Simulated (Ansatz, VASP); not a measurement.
## GaBAs2: VASP beside Ansatz

```
B As Ga
1.0
     3.69783    0.00000    0.00000
     0.00000    3.69783    0.00000
     0.00000    0.00000    5.40777
B As Ga
1 2 1
Cartesian
  0.0000 0.0000 0.0000
  0.0000 1.8489 1.1571
  1.8489 0.0000 4.2507
  1.8489 1.8489 2.7039
```

Alike in both runs: task single point; functional r2SCAN; k mesh 6 × 6 × 4; no spin polarisation.

|  | VASP | Ansatz |
| --- | --- | --- |
| version | VASP 6.6.1 | Ansatz 0.2.0 |
| potentials or method | VASP PAW PBE potentials, release 64 (B, As, Ga_d) | plane waves, PAW |
| plane-wave cutoff (eV) | 520 | 500 |
| occupations | gaussian, width 0.01 eV | fixed |
| valence electrons in the cell | 26 | 46 |

|  | VASP | Ansatz | Ansatz less VASP |
| --- | --- | --- | --- |
| gap on the k mesh at the Fermi level (eV) | 0.80 | 0.81 | +0.009 |
| pressure (GPa) | -2.7 | -2.7 | -0.08 |
| rms of the force components (eV/Å) | 0.016 | 0.017 | +0.0014 |

VASP's potentials were made for PBE, not for r2SCAN. VASP's potentials hold 26 valence electrons a cell and Ansatz's 46, so a difference there can come from the potentials and not from the codes.
